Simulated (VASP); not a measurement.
# Cs2Na (Fd-3m) in VASP: notebook

The runs below take Cs2Na through relaxation of cell and atoms, single point, with PBE.

Program: VASP 6.6.1. These are calculated values, not measurements. Logs are shortened: lines on timing, memory, paths and dates and some standing lists are left out, and cuts for length are marked.

### 1 The cell of the first run

The structure is cubic, space group Fd-3m (No. 227). Conventional cell: a = 9.658 Å, b = 9.658 Å, c = 9.658 Å, α = 90.00°, β = 90.00°, γ = 90.00°. Cs (site symmetry -3m) has 6 Cs at 3.41 Å and 6 Na at 4.00 Å within 4.5 Å. Within 5.3 Å of Na (site symmetry -43m) lie 12 Cs at 4.00 Å and 4 Na at 4.18 Å.

### 2 Relaxation of cell and atoms, PBE

Input file INCAR:

```
  ALGO = Normal
  EDIFF = 1E-7
  EDIFFG = -0.04
  ENCUT = 600
  GGA = PE
  IBRION = 2
  ISIF = 3
  ISMEAR = 0
  LASPH = True
  LCHARG = False
  LREAL = False
  LWAVE = False
  NELM = 80
  NSW = 90
  PREC = Accurate
  SIGMA = 0.1
```

Input file KPOINTS:

```
k-points
0
Gamma
  4 4 4
```

Input file POSCAR:

```
Cs2Na
1.0
    0.0000000000      4.8289238216      4.8289238216
    4.8289238216      0.0000000000      4.8289238216
    4.8289238216      4.8289238216      0.0000000000
Cs Na
4 2
Direct
    0.6250000000      0.6250000000      0.6250000000
    0.1250000000      0.6250000000      0.6250000000
    0.6250000000      0.6250000000      0.1250000000
    0.6250000000      0.1250000000      0.6250000000
    0.0000000000      0.0000000000      0.0000000000
    0.2500000000      0.2500000000      0.2500000000
```

Potentials or basis: VASP PAW PBE potentials, release 64 (Cs_sv, Na_pv).

Launch:

```bash
$ cat potpaw_PBE.64/Cs_sv/POTCAR potpaw_PBE.64/Na_pv/POTCAR > POTCAR
$ mpirun -np 1 vasp_std > vasp.out
```

OUTCAR:

```text
EDIFF = 1E-7
   EDIFFG = -0.04
   ENCUT = 600
   GGA = PE
   IBRION = 2
   ISIF = 3
   ISMEAR = 0
   LASPH = True
   LREAL = False
   NELM = 80
   NSW = 90
   PREC = Accurate

 ion  position               nearest neighbor table
   1  0.625  0.625  0.625-
   2  0.125  0.625  0.625-
   3  0.625  0.625  0.125-
   4  0.625  0.125  0.625-
   5  0.000  0.000  0.000-
   6  0.250  0.250  0.250-

  LATTYP: Found a face centered cubic cell.
 ALAT       =     9.6578476432

  Lattice vectors:

 A1 = (   0.0000000000,   4.8289238216,   4.8289238216)
 A2 = (   4.8289238216,   0.0000000000,   4.8289238216)
 A3 = (   4.8289238216,   4.8289238216,   0.0000000000)

Analysis of symmetry for initial positions (statically):
=====================================================================
 Subroutine PRICEL returns:
 Original cell was already a primitive cell.

 Routine SETGRP: Setting up the symmetry group for a
 face centered cubic supercell.

 Subroutine GETGRP returns: Found 48 space group operations
 (whereof 24 operations were pure point group operations)
 out of a pool of 48 trial point group operations.

The static configuration has the point symmetry T_d .
 The point group associated with its full space group is O_h .

Analysis of symmetry for dynamics (positions and initial velocities):
=====================================================================
 Subroutine PRICEL returns:
 Original cell was already a primitive cell.

 Routine SETGRP: Setting up the symmetry group for a
 face centered cubic supercell.

 Subroutine GETGRP returns: Found 48 space group operations
 (whereof 24 operations were pure point group operations)
 out of a pool of 48 trial point group operations.

The dynamic configuration has the point symmetry T_d .
 The point group associated with its full space group is O_h .

 Subroutine INISYM returns: Found 48 space group operations
 (whereof 24 operations are pure point group operations),
 and found     1 'primitive' translations

----------------------------------------------------------------------------------------

                                     Primitive cell

  volume of cell :     225.2066

  direct lattice vectors                    reciprocal lattice vectors
     0.000000000  4.828923822  4.828923822    -0.103542739  0.103542739  0.103542739
     4.828923822  0.000000000  4.828923822     0.103542739 -0.103542739  0.103542739
     4.828923822  4.828923822  0.000000000     0.103542739  0.103542739 -0.103542739

  length of vectors
     6.829129560  6.829129560  6.829129560     0.179341285  0.179341285  0.179341285

  position of ions in fractional coordinates (direct lattice)
     0.625000000  0.625000000  0.625000000
     0.125000000  0.625000000  0.625000000
     0.625000000  0.625000000  0.125000000
     0.625000000  0.125000000  0.625000000
     0.000000000  0.000000000  0.000000000
     0.250000000  0.250000000  0.250000000

  ion indices of the primitive-cell ions
   primitive index   ion index
                 1           1
                 2           2
                 3           3
                 4           4
                 5           5
                 6           6

----------------------------------------------------------------------------------------

 KPOINTS: k-points

Automatic generation of k-mesh.
 Grid dimensions read from file:
 generate k-points for:    4    4    4

 Generating k-lattice:

  Cartesian coordinates                     Fractional coordinates (reciprocal lattice)
    -0.025885685  0.025885685  0.025885685     0.250000000  0.000000000  0.000000000
     0.025885685 -0.025885685  0.025885685     0.000000000  0.250000000  0.000000000
     0.025885685  0.025885685 -0.025885685     0.000000000  0.000000000  0.250000000

  Length of vectors
     0.044835321  0.044835321  0.044835321

  Shift w.r.t. Gamma in fractional coordinates (k-lattice)
     0.000000000  0.000000000  0.000000000

 Subroutine IBZKPT returns following result:
 ===========================================

 Found      8 irreducible k-points:

 Following reciprocal coordinates:
            Coordinates               Weight
  0.000000  0.000000  0.000000      1.000000
  0.250000  0.000000  0.000000      8.000000
  0.500000  0.000000  0.000000      4.000000
  0.250000  0.250000  0.000000      6.000000
  0.500000  0.250000  0.000000     24.000000
 -0.250000  0.250000  0.000000     12.000000
  0.500000  0.500000  0.000000      3.000000
 -0.250000  0.500000  0.250000      6.000000
   k-points           NKPTS =      8   k-points in BZ     NKDIM =      8   number of bands    NBANDS=     30
   number of dos      NEDOS =    301   number of ions     NIONS =      6
   total plane-waves  NPLWV = 175616
   dimension x,y,z NGX =    56 NGY =   56 NGZ =   56
   dimension x,y,z NGXF=   112 NGYF=  112 NGZF=  112
   ions per type =               4   2
   NGX,Y,Z   is equivalent  to a cutoff of  13.63, 13.63, 13.63 a.u.
   NGXF,Y,Z  is equivalent  to a cutoff of  27.26, 27.26, 27.26 a.u.
 SYSTEM =  unknown system
   PREC   = accura    normal or accurate (medium, high low for compatibility)
   ISTART =      0    job   : 0-new  1-cont  2-samecut
   ICHARG =      2    charge: 1-file 2-atom 10-const
   ISPIN  =      1    spin polarized calculation?
   LNONCOLLINEAR =      F non collinear calculations
   LSORBIT =      F    spin-orbit coupling
   LASPH  =      T    aspherical Exc in radial PAW
   ENCUT  =  600.0 eV  44.10 Ry    6.64 a.u.  13.64 13.64 13.64*2*pi/ulx,y,z
   NELM   =     80;   NELMIN=  2; NELMDL= -5     # of ELM steps
   EDIFF  = 0.1E-06   stopping-criterion for ELM
   LREAL  =      F    real-space projection
   EDIFFG = -.4E-01   stopping-criterion for IOM
   NSW    =     90    number of steps for IOM
   IBRION =      2    ionic relax: 0-MD 1-quasi-New 2-CG
   NFREE  =      1    steps in history (QN), initial steepest desc. (CG)
   ISIF   =      3    stress and relaxation
   ISYM   =      2    0-nonsym 1-usesym 2-fastsym
   POTIM  = 0.5000    time-step for ionic-motion
   TEBEG  =    0.0;   TEEND  =   0.0 temperature during run
   PSTRESS=    0.0 pullay stress
   NELECT =      50.0000    total number of electrons
   NUPDOWN=      -1.0000    fix difference up-down
   EMIN   =  10.00;   EMAX   =-10.00  energy-range for DOS
   EFERMI =   0.00;   METHOD = LEGACY
   ISMEAR =     0;   SIGMA  =   0.10  broadening in eV -4-tet -1-fermi 0-gaus
   EFERMI_NEDOS =   21; number of points for ismear=-14 and -15
   IALGO  =     38    algorithm
   IMIX   =      4    mixing-type and parameters
     AMIX     =   0.40;   BMIX     =  1.00
     AMIX_MAG =   1.60;   BMIX_MAG =  1.00
  volume/ion in A,a.u.               =      37.53       253.29
  Fermi-wavevector in a.u.,A,eV,Ry     =   0.991299  1.873283 13.370076  0.982673
  Thomas-Fermi vector in A             =   2.123030
   LORBIT       =      0    0 simple, 1 ext, 2 COOP (PROOUT), +10 PAW based schemes
   GGA     = PE    functional components
   LHFCALC =     F    Hartree Fock is set to
   AEXX    =    0.0000 exact exchange contribution
   IVDW    =     0    specifies the selected vdW correction
   LEPSILON=     F    determine dielectric tensor
   LRPA    =     F    only Hartree local field effects (RPA)
 conjugate gradient relaxation of ions
 non-spin polarized calculation
 Gauss-broadening in eV      SIGMA  =   0.10
  energy-cutoff  :      600.00
  volume of cell :      225.21
 maximum number of plane-waves:      7631
 NGX is ok and might be reduce to    56
   NGX = 27   NGY = 27   NGZ = 27

--------------------------------------- Ionic step        1  -------------------------------------------

 number of electron      49.9999997 magnetization

 Free energy of the ion-electron system (eV)
  ---------------------------------------------------
  ext. energy  EPLUGINS =         0.00000000
  ---------------------------------------------------
  free energy    TOTEN  =        -1.49479715 eV

  energy without entropy =       -1.45281428  energy(sigma->0) =       -1.47380572

------------------------ aborting loop because EDIFF is reached ----------------------------------------

  FORCE on cell =-STRESS in cart. coord.  units (eV):
  Direction    XX          YY          ZZ          XY          YZ          ZX
  --------------------------------------------------------------------------------------
  -------------------------------------------------------------------------------------
  Total        9.6150510      9.6150510      9.6150510     -0.0000000     -0.0000000     -0.0000000
  in kB       68.4039399     68.4039399     68.4039399     -0.0000000     -0.0000000     -0.0000000
  external PRESSURE =      68.4039399 kB  Pullay stress =       0.0000000 kB

 VOLUME and BASIS-vectors are now :
 -----------------------------------------------------------------------------
  energy-cutoff  :      600.00
  volume of cell :      225.21
      direct lattice vectors                 reciprocal lattice vectors
     0.000000000  4.828923822  4.828923822    -0.103542739  0.103542739  0.103542739
     4.828923822  0.000000000  4.828923822     0.103542739 -0.103542739  0.103542739
     4.828923822  4.828923822  0.000000000     0.103542739  0.103542739 -0.103542739

 POSITION                                       TOTAL-FORCE (eV/Angst)
 -----------------------------------------------------------------------------------
      6.03615      6.03615      6.03615        -0.000000      0.000000     -0.000000
      6.03615      3.62169      3.62169        -0.000000      0.000000     -0.000000
      3.62169      3.62169      6.03615        -0.000000      0.000000     -0.000000
      3.62169      6.03615      3.62169        -0.000000      0.000000     -0.000000
      0.00000      0.00000      0.00000         0.000000     -0.000000     -0.000000
      2.41446      2.41446      2.41446         0.000000      0.000000      0.000000
 -----------------------------------------------------------------------------------
    total drift:                                0.000000      0.000000      0.000000
[... 110 lines left out ...]
 POSITION                                       TOTAL-FORCE (eV/Angst)
 -----------------------------------------------------------------------------------
      7.80083      7.80083      7.80083        -0.000000      0.000000     -0.000000
      7.80083      4.68050      4.68050        -0.000000      0.000000      0.000000
      4.68050      4.68050      7.80083        -0.000000      0.000000     -0.000000
      4.68050      7.80083      4.68050        -0.000000      0.000000      0.000000
      0.00000      6.24067      6.24067        -0.000000     -0.000000      0.000000
      3.12033      3.12033      3.12033         0.000000      0.000000     -0.000000
 -----------------------------------------------------------------------------------
    total drift:                                0.000000      0.000000      0.000000

  FREE ENERGIE OF THE ION-ELECTRON SYSTEM (eV)
  ---------------------------------------------------
  free  energy   TOTEN  =        -4.9931661651 eV

  energy  without entropy=       -4.9840681929  energy(sigma->0) =       -4.98861718

--------------------------------------- Ionic step        5  -------------------------------------------

 number of electron      50.0000034 magnetization

 Free energy of the ion-electron system (eV)
  ---------------------------------------------------
  ext. energy  EPLUGINS =         0.00000000
  ---------------------------------------------------
  free energy    TOTEN  =        -5.01072958 eV

  energy without entropy =       -4.99734048  energy(sigma->0) =       -5.00403503

 E-fermi :   0.4218     XC(G=0):  -5.6596

 val. band max:        0.3777168390   @ k =   0.2500   0.0000   0.0000
 cond. band min:       0.4858958137   @ k =   0.5000   0.5000   0.0000
 fundamental gap:      0.1081789747
 Fermi energy:         0.4217888955

 k-point     1 :       0.0000    0.0000    0.0000
  band No.  band energies     occupation
      1     -24.7761      2.00000
      2     -24.7761      2.00000
      3     -24.7761      2.00000
      4     -24.7760      2.00000
      5     -24.7760      2.00000
      6     -24.7760      2.00000
[... 22 lines left out ...]
     29       1.0742      0.00000
     30       1.0742      0.00000
[... 242 lines left out ...]
 VOLUME and BASIS-vectors are now :
 -----------------------------------------------------------------------------
  energy-cutoff  :      600.00
  volume of cell :      517.17
      direct lattice vectors                 reciprocal lattice vectors
     0.000000000  6.370920382  6.370920382    -0.078481596  0.078481596  0.078481596
     6.370920382  0.000000000  6.370920382     0.078481596 -0.078481596  0.078481596
     6.370920382  6.370920382 -0.000000000     0.078481596  0.078481596 -0.078481596

 POSITION                                       TOTAL-FORCE (eV/Angst)
 -----------------------------------------------------------------------------------
      7.96365      7.96365      7.96365         0.000000     -0.000000     -0.000000
      7.96365      4.77819      4.77819         0.000000     -0.000000     -0.000000
      4.77819      4.77819      7.96365         0.000000     -0.000000     -0.000000
      4.77819      7.96365      4.77819         0.000000     -0.000000     -0.000000
      0.00000      0.00000      0.00000         0.000000      0.000000      0.000000
      3.18546      3.18546      3.18546        -0.000000     -0.000000     -0.000000
 -----------------------------------------------------------------------------------
    total drift:                                0.000000      0.000000      0.000000

  FREE ENERGIE OF THE ION-ELECTRON SYSTEM (eV)
  ---------------------------------------------------
  free  energy   TOTEN  =        -5.0107295791 eV

  energy  without entropy=       -4.9973404818  energy(sigma->0) =       -5.00403503

 reached required accuracy - stopping structural energy minimisation
```

Wall time 3.7 min (1 thread of AMD EPYC 9R45 (Zen 5), shared host); peak memory 0.43 GiB.

What came out:

| Quantity | Value |
| --- | --- |
| Free energy | -5.0107 eV |
| Relaxed volume | 86.20 Å³/atom |
| Relaxed cell | a = 9.010 Å, b = 9.010 Å, c = 9.010 Å, α = 60.00°, β = 60.00°, γ = 60.00° |
| Space group after relaxing (to 0.05 Å) | Fd-3m (No. 227) |
| Energy gained by relaxing | 586.0 meV/atom |
| Ionic steps | 5 |
| Pressure after relaxing | 0.0 GPa |
| Band gap on the k mesh | zero (band 25 reaches 0.91 eV, above the bottom of band 26 at 0.03 eV) |

The path:
| step | energy change (eV) | largest force (eV/Å) | pressure (GPa) | volume (Å³) |
| --- | --- | --- | --- | --- |
| 1 | 0.0000 | 0.0000 | 6.84 | 225.21 |
| 2 | -1.6936 | 0.0000 | 3.74 | 281.58 |
| 3 | -3.3899 | 0.0000 | 0.54 | 434.23 |
| 4 | -3.4984 | 0.0000 | 0.17 | 486.10 |
| 5 | -3.5159 | 0.0000 | 0.02 | 517.17 |

Final structure:
```yaml
crystal:
  lattice:
    - [0.00000, 6.37092, 6.37092]
    - [6.37092, 0.00000, 6.37092]
    - [6.37092, 6.37092, 0.00000]
  atoms:
    - { symbol: Cs, position: [0.62500, 0.62500, 0.62500] }
    - { symbol: Cs, position: [0.12500, 0.62500, 0.62500] }
    - { symbol: Cs, position: [0.62500, 0.62500, 0.12500] }
    - { symbol: Cs, position: [0.62500, 0.12500, 0.62500] }
    - { symbol: Na, position: [0.00000, 0.00000, 0.00000] }
    - { symbol: Na, position: [0.25000, 0.25000, 0.25000] }
```

Caveat: the volume moved by over 15 % at a fixed basis, so the end points are rough; spin-orbit coupling is left out, which moves the levels of the heavy elements.

(Part 1 of 2 ends here.)
